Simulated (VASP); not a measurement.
# Al (P6_3/mmc) in VASP: notebook

Al is run at these levels: r2SCAN; tasks: single point.

All numbers are computed with VASP 6.6.1; they aren't measurements. Logs are shortened: lines on timing, memory, paths and dates and some standing lists are left out, and cuts for length are marked.

## Step 1: The cell of the first run

Symmetry: P6_3/mmc, No. 194, hexagonal system. The conventional cell has a = 2.789 Å, b = 2.789 Å, c = 4.716 Å, α = 90.00°, β = 90.00°, γ = 120.00°. Within 3.7 Å of Al (site symmetry -6m2) lie 12 Al at 2.79 to 2.86 Å.

This isn't the form of Al at room conditions, which is fcc.

## Step 2: Single point, r2SCAN

Input file POSCAR:

```
Al
1.0
    2.7885521252      0.0000000000      0.0000000000
   -1.3942760626      2.4149569802      0.0000000000
    0.0000000000      0.0000000000      4.7157882584
Al
2
Direct
    0.3333333333      0.6666666667      0.2500000000
    0.6666666667      0.3333333333      0.7500000000
```

Input file INCAR.step1:

```
PREC = Accurate
ENCUT = 550
ISMEAR = -1
SIGMA = 0.05
LREAL = F
LASPH = T
NELM = 120
NBANDS = 10
GGA = PE
ALGO = Normal
EDIFF = 1E-5
LWAVE = T
LCHARG = F
GGA_COMPAT = F
```

Input file INCAR.step2:

```
PREC = Accurate
ENCUT = 550
EDIFF = 1E-6
ISMEAR = -1
SIGMA = 0.05
LREAL = F
LASPH = T
NELM = 120
ALGO = Normal
ISIF = 2
LWAVE = F
LCHARG = T
METAGGA = R2SCAN
LMIXTAU = T
LELF = T
LVHAR = T
NBANDS = 10
ISTART = 1
GGA_COMPAT = F
```

Input file KPOINTS:

```
regular mesh
0
Gamma
  8 8 5
```

Potentials or basis: VASP PAW PBE potentials, release 64 (Al).

Run with:

```
$ cat potpaw_PBE.64/Al/POTCAR > POTCAR
$ cp INCAR.step1 INCAR
$ mpirun -np 1 vasp_std > vasp.out
$ cp INCAR.step2 INCAR
$ mpirun -np 1 vasp_std > vasp.out
```

OUTCAR:

```text
PREC = Accurate
   ENCUT = 550
   EDIFF = 1E-6
   ISMEAR = -1
   LREAL = F
   LASPH = T
   NELM = 120
   ISIF = 2
   METAGGA = R2SCAN
   ISTART = 1

 ion  position               nearest neighbor table
   1  0.333  0.667  0.250-   2 2.86   2 2.86   2 2.86   2 2.86   2 2.86   2 2.86
   2  0.667  0.333  0.750-   1 2.86   1 2.86   1 2.86   1 2.86   1 2.86   1 2.86

  LATTYP: Found a hexagonal cell.
 ALAT       =     2.7885521252
 C/A-ratio  =     1.6911242992

  Lattice vectors:

 A1 = (   2.7885521252,   0.0000000000,   0.0000000000)
 A2 = (  -1.3942760626,   2.4149569802,   0.0000000000)
 A3 = (   0.0000000000,   0.0000000000,   4.7157882584)

Analysis of symmetry for initial positions (statically):
=====================================================================
 Subroutine PRICEL returns:
 Original cell was already a primitive cell.

 Routine SETGRP: Setting up the symmetry group for a
 hexagonal supercell.

 Subroutine GETGRP returns: Found 24 space group operations
 (whereof 12 operations were pure point group operations)
 out of a pool of 24 trial point group operations.

The static configuration has the point symmetry D_3d.
 The point group associated with its full space group is D_6h.

Analysis of symmetry for dynamics (positions and initial velocities):
=====================================================================
 Subroutine PRICEL returns:
 Original cell was already a primitive cell.

 Routine SETGRP: Setting up the symmetry group for a
 hexagonal supercell.

 Subroutine GETGRP returns: Found 24 space group operations
 (whereof 12 operations were pure point group operations)
 out of a pool of 24 trial point group operations.

The dynamic configuration has the point symmetry D_3d.
 The point group associated with its full space group is D_6h.

 Subroutine INISYM returns: Found 24 space group operations
 (whereof 12 operations are pure point group operations),
 and found     1 'primitive' translations

----------------------------------------------------------------------------------------

                                     Primitive cell

  volume of cell :      31.7572

  direct lattice vectors                    reciprocal lattice vectors
     2.788552125  0.000000000  0.000000000     0.358609040  0.207043026  0.000000000
    -1.394276063  2.414956980  0.000000000     0.000000000  0.414086051  0.000000000
     0.000000000  0.000000000  4.715788258     0.000000000  0.000000000  0.212053626

  length of vectors
     2.788552125  2.788552125  4.715788258     0.414086051  0.414086051  0.212053626

  position of ions in fractional coordinates (direct lattice)
     0.333333333  0.666666667  0.250000000
     0.666666667  0.333333333  0.750000000

  ion indices of the primitive-cell ions
   primitive index   ion index
                 1           1
                 2           2

----------------------------------------------------------------------------------------

 KPOINTS: regular mesh

Automatic generation of k-mesh.
 Grid dimensions read from file:
 generate k-points for:    8    8    5

 Generating k-lattice:

  Cartesian coordinates                     Fractional coordinates (reciprocal lattice)
     0.044826130  0.025880378  0.000000000     0.125000000  0.000000000  0.000000000
     0.000000000  0.051760756  0.000000000     0.000000000  0.125000000  0.000000000
     0.000000000  0.000000000  0.042410725     0.000000000  0.000000000  0.200000000

  Length of vectors
     0.051760756  0.051760756  0.042410725

  Shift w.r.t. Gamma in fractional coordinates (k-lattice)
     0.000000000  0.000000000  0.000000000

 Subroutine IBZKPT returns following result:
 ===========================================

 Found     30 irreducible k-points:

 Following reciprocal coordinates:
            Coordinates               Weight
  0.000000  0.000000  0.000000      1.000000
  0.125000  0.000000  0.000000      6.000000
  0.250000  0.000000  0.000000      6.000000
  0.375000  0.000000  0.000000      6.000000
  0.500000  0.000000  0.000000      3.000000
  0.125000  0.125000  0.000000      6.000000
[... 16 lines left out ...]
  0.250000  0.000000  0.400000     12.000000
  0.375000  0.000000  0.400000     12.000000
 [... further k-points ...]
   k-points           NKPTS =     30   k-points in BZ     NKDIM =     30   number of bands    NBANDS=     10
   number of dos      NEDOS =    301   number of ions     NIONS =      2
   total plane-waves  NPLWV =  20736
   dimension x,y,z NGX =    24 NGY =   24 NGZ =   36
   dimension x,y,z NGXF=    48 NGYF=   48 NGZF=   72
   ions per type =               2
   NGX,Y,Z   is equivalent  to a cutoff of  14.31, 14.31, 12.69 a.u.
   NGXF,Y,Z  is equivalent  to a cutoff of  28.62, 28.62, 25.38 a.u.
 SYSTEM =  unknown system
   PREC   = accura    normal or accurate (medium, high low for compatibility)
   ISTART =      1    job   : 0-new  1-cont  2-samecut
   ICHARG =      0    charge: 1-file 2-atom 10-const
   ISPIN  =      1    spin polarized calculation?
   LNONCOLLINEAR =      F non collinear calculations
   LSORBIT =      F    spin-orbit coupling
   LASPH  =      T    aspherical Exc in radial PAW
   ENCUT  =  550.0 eV  40.42 Ry    6.36 a.u.   5.33  5.33  9.02*2*pi/ulx,y,z
   NELM   =    120;   NELMIN=  2; NELMDL=  0     # of ELM steps
   EDIFF  = 0.1E-05   stopping-criterion for ELM
   LREAL  =      F    real-space projection
   EDIFFG = 0.1E-04   stopping-criterion for IOM
   NSW    =      0    number of steps for IOM
   IBRION =     -1    ionic relax: 0-MD 1-quasi-New 2-CG
   NFREE  =      0    steps in history (QN), initial steepest desc. (CG)
   ISIF   =      2    stress and relaxation
   ISYM   =      2    0-nonsym 1-usesym 2-fastsym
   POTIM  = 0.5000    time-step for ionic-motion
   TEBEG  =    0.0;   TEEND  =   0.0 temperature during run
   PSTRESS=    0.0 pullay stress
   NELECT =       6.0000    total number of electrons
   NUPDOWN=      -1.0000    fix difference up-down
   EMIN   =  10.00;   EMAX   =-10.00  energy-range for DOS
   EFERMI =   0.00;   METHOD = LEGACY
   ISMEAR =    -1;   SIGMA  =   0.05  broadening in eV -4-tet -1-fermi 0-gaus
   EFERMI_NEDOS =   21; number of points for ismear=-14 and -15
   IALGO  =     38    algorithm
   IMIX   =      4    mixing-type and parameters
     AMIX     =   0.40;   BMIX     =  1.00
     AMIX_MAG =   1.60;   BMIX_MAG =  1.00
  volume/ion in A,a.u.               =      15.88       107.15
  Fermi-wavevector in a.u.,A,eV,Ry     =   0.939387  1.775184 12.006426  0.882447
  Thomas-Fermi vector in A             =   2.066694
   LORBIT       =      0    0 simple, 1 ext, 2 COOP (PROOUT), +10 PAW based schemes
   METAGGA = R2SCAN    functional components
   LHFCALC =     F    Hartree Fock is set to
   AEXX    =    0.0000 exact exchange contribution
   IVDW    =     0    specifies the selected vdW correction
   LEPSILON=     F    determine dielectric tensor
   LRPA    =     F    only Hartree local field effects (RPA)
 non-spin polarized calculation
  energy-cutoff  :      550.00
  volume of cell :       31.76
 maximum number of plane-waves:       942
 NGX is ok and might be reduce to    24
   NGX = 11   NGY = 11   NGZ = 19

 number of electron       6.0000000 magnetization

 Free energy of the ion-electron system (eV)
  ---------------------------------------------------
  ext. energy  EPLUGINS =         0.00000000
  ---------------------------------------------------
  free energy    TOTEN  =       -13.37926898 eV

  energy without entropy =      -13.36904765  energy(sigma->0) =      -13.37415832

 E-fermi :   8.4826     XC(G=0): -11.0554

 val. band max:        8.4624465639   @ k =   0.2500   0.1250   0.2000
 cond. band min:       8.5236234619   @ k =   0.2500   0.2500   0.4000
 fundamental gap:      0.0611768980
 Fermi energy:         8.4826438716

 k-point     1 :       0.0000    0.0000    0.0000
  band No.  band energies     occupation
      1      -3.6975      2.00000
      2       3.0617      2.00000
      3       3.3778      2.00000
      4      20.7021      0.00000
      5      20.7021      0.00000
      6      20.7612      0.00000
      7      20.7612      0.00000
      8      20.8634      0.00000
      9      23.1371      0.00000
     10      24.3385      0.00000

 k-point     2 :       0.1250    0.0000    0.0000
  band No.  band energies     occupation
      1      -3.2769      2.00000
      2       3.4554      2.00000
      3       3.7815      2.00000
      4      15.8969      0.00000
      5      18.2619      0.00000
      6      19.4137      0.00000
      7      21.4786      0.00000
      8      22.1206      0.00000
      9      23.3453      0.00000
     10      23.4356      0.00000

 k-point     3 :       0.2500    0.0000    0.0000
  band No.  band energies     occupation
      1      -2.0228      2.00000
      2       4.6369      2.00000
      3       4.9540      2.00000
      4      11.0086      0.00000
      5      16.4940      0.00000
      6      16.5615      0.00000
      7      17.2658      0.00000
      8      18.9757      0.00000
      9      22.3679      0.00000
     10      22.6050      0.00000

 k-point     4 :       0.3750    0.0000    0.0000
  band No.  band energies     occupation
      1       0.0407      2.00000
      2       5.9807      2.00000
      3       6.6032      2.00000
      4       7.6374      2.00000
      5      12.9718      0.00000
      6      13.0888      0.00000
      7      15.4355      0.00000
      8      17.4702      0.00000
      9      21.4119      0.00000
     10      21.4799      0.00000

 k-point     5 :       0.5000    0.0000    0.0000
  band No.  band energies     occupation
      1       2.8370      2.00000
      2       2.8909      2.00000
      3       9.0237      0.00004
      4       9.4432      0.00000
      5       9.7659      0.00000
      6      10.2581      0.00000
      7      15.0833      0.00000
      8      17.0008      0.00000
      9      21.0090      0.00000
     10      21.1815      0.00000

 k-point     6 :       0.1250    0.1250    0.0000
  band No.  band energies     occupation
      1      -2.4395      2.00000
      2       4.2430      2.00000
      3       4.5726      2.00000
      4      13.4563      0.00000
      5      13.8334      0.00000
      6      19.4239      0.00000
      7      19.5859      0.00000
      8      20.2643      0.00000
      9      20.7055      0.00000
     10      21.9724      0.00000
[... 183 lines left out ...]
 k-point    21 :       0.0000    0.0000    0.4000
  band No.  band energies     occupation
      1      -2.5701      2.00000
      2      -1.1731      2.00000
      3       9.5983      0.00000
      4      13.4497      0.00000
      5      21.4267      0.00000
      6      21.4267      0.00000
      7      21.5274      0.00000
      8      21.5274      0.00000
      9      23.1116      0.00000
     10      23.1116      0.00000

 k-point    22 :       0.1250    0.0000    0.4000
  band No.  band energies     occupation
      1      -2.1529      2.00000
      2      -0.7601      2.00000
      3       9.9629      0.00000
      4      13.7516      0.00000
      5      16.9885      0.00000
      6      18.0784      0.00000
      7      19.2022      0.00000
      8      20.3723      0.00000
      9      21.4385      0.00000
     10      22.5020      0.00000

 k-point    23 :       0.2500    0.0000    0.4000
  band No.  band energies     occupation
      1      -0.9091      2.00000
      2       0.4703      2.00000
      3      10.8148      0.00000
      4      12.1205      0.00000
      5      13.2422      0.00000
      6      15.0920      0.00000
      7      17.4490      0.00000
      8      18.6458      0.00000
      9      19.5397      0.00000
     10      20.6013      0.00000

 k-point    24 :       0.3750    0.0000    0.4000
  band No.  band energies     occupation
      1       1.1345      2.00000
      2       2.4832      2.00000
      3       7.6094      2.00000
      4       8.9018      0.00046
      5      13.1277      0.00000
      6      16.3651      0.00000
      7      16.3918      0.00000
      8      17.5911      0.00000
      9      18.1415      0.00000
     10      18.9686      0.00000

 [... further k-points ...]

------------------------ aborting loop because EDIFF is reached ----------------------------------------

  FORCE on cell =-STRESS in cart. coord.  units (eV):
  Direction    XX          YY          ZZ          XY          YZ          ZX
  --------------------------------------------------------------------------------------
  -------------------------------------------------------------------------------------
  Total       -0.0679953     -0.0679953     -0.0636165      0.0000000      0.0000000      0.0000000
  in kB       -3.4304198     -3.4304198     -3.2095044      0.0000000      0.0000000      0.0000000
  external PRESSURE =      -3.3567813 kB  Pullay stress =       0.0000000 kB

 VOLUME and BASIS-vectors are now :
 -----------------------------------------------------------------------------
  energy-cutoff  :      550.00
  volume of cell :       31.76
      direct lattice vectors                 reciprocal lattice vectors
     2.788552125  0.000000000  0.000000000     0.358609040  0.207043026  0.000000000
    -1.394276063  2.414956980  0.000000000     0.000000000  0.414086051  0.000000000
     0.000000000  0.000000000  4.715788258     0.000000000  0.000000000  0.212053626

 POSITION                                       TOTAL-FORCE (eV/Angst)
 -----------------------------------------------------------------------------------
     -0.00000      1.60997      1.17895         0.000000      0.000000     -0.000000
      1.39428      0.80499      3.53684        -0.000000      0.000000      0.000000
 -----------------------------------------------------------------------------------
    total drift:                                0.000000     -0.000000     -0.000000

  FREE ENERGIE OF THE ION-ELECTRON SYSTEM (eV)
  ---------------------------------------------------
  free  energy   TOTEN  =       -13.3792689819 eV

  energy  without entropy=      -13.3690476525  energy(sigma->0) =      -13.37415832
```

Run time: 51 s. Hardware: 1 thread of Intel Xeon 8259CL, shared host; peak memory 0.15 GiB.

What came out:

| Item | Value |
| --- | --- |
| Free energy | -13.3793 eV |
| Pressure | -0.3 GPa |
| Band gap on the k mesh | zero (bands 3 and 4 overlap by 5.27 eV) |

Caveat: the PAW data sets were made with another functional, which shifts forces and pressure a little.

[end of part 1 of 2]
